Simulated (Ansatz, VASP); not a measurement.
## Two plane-wave programs on NbTe

INCAR

```
SYSTEM = NbTe
ALGO = Normal
EDIFF = 1E-7
ENCUT = 520
GGA = PE
ISIF = 2
ISMEAR = 0
ISPIN = 2
LASPH = .TRUE.
LCHARG = .FALSE.
LMAXMIX = 4
LORBIT = 11
LREAL = .FALSE.
LWAVE = .FALSE.
MAGMOM = 0.88 0
NBANDS = 20
NELM = 150
PREC = Accurate
SIGMA = 0.05
```

Contents of KPOINTS:

```
k-points
0
G
  10 10 10
  0 0 0
```

File POSCAR:

```
NbTe
1.0
    0.0000000000      2.8698795219      2.8698795219
    2.8698795219      0.0000000000      2.8698795219
    2.8698795219      2.8698795219      0.0000000000
Nb Te
1 1
Direct
    0.5000000000      0.5000000000      0.5000000000
    0.0000000000      0.0000000000      0.0000000000
```

Input for Ansatz:

```yaml
crystal:
  lattice:
    - [0.0, 2.8698795219, 2.8698795219]
    - [2.8698795219, 0.0, 2.8698795219]
    - [2.8698795219, 2.8698795219, 0.0]
  atoms:
    - { symbol: Nb, position: [0.5, 0.5, 0.5], spin: 0.88 }
    - { symbol: Te, position: [0.0, 0.0, 0.0] }
basis:
  ecutwfc: 420
  ecutrho_ratio: 4
kpoints:
  mp_grid: { grid: [10, 10, 10] }
hamiltonian:
  xc: pbe
scf:
  occupations: { method: gaussian, width: 0.05 }
output:
  forces: true
  stress: true
  eigenvalues: true
  populations: true
magnetization:
  spin_polarized: true
```

Alike in both runs: task single point; functional PBE; k mesh 10 × 10 × 10; occupations gaussian, width 0.05 eV; collinear spin.

|  | VASP | Ansatz |
| --- | --- | --- |
| version | VASP 6.6.1 | Ansatz 0.2.0 |
| potentials or method | VASP PAW PBE potentials, release 64 (Nb_sv, Te), cutoff 520 eV | scalar-relativistic, plane waves, PAW |
| valence electrons in the cell | 19 | 29 |

|  | VASP | Ansatz | Ansatz less VASP |
| --- | --- | --- | --- |
| gap on the k mesh at the Fermi level (eV) | none | none | - |
| pressure (GPa) | -1.5 | -1.3 | +0.16 |
| net moment per atom (μB) | 0.50 | 0.50 | 0.000 |

A gap of «none» marks a metal or a gap that the smearing closes. VASP's potentials hold 19 valence electrons a cell and Ansatz's 29, so a difference there can come from the potentials and not from the codes.

Neither program's run includes spin-orbit coupling.
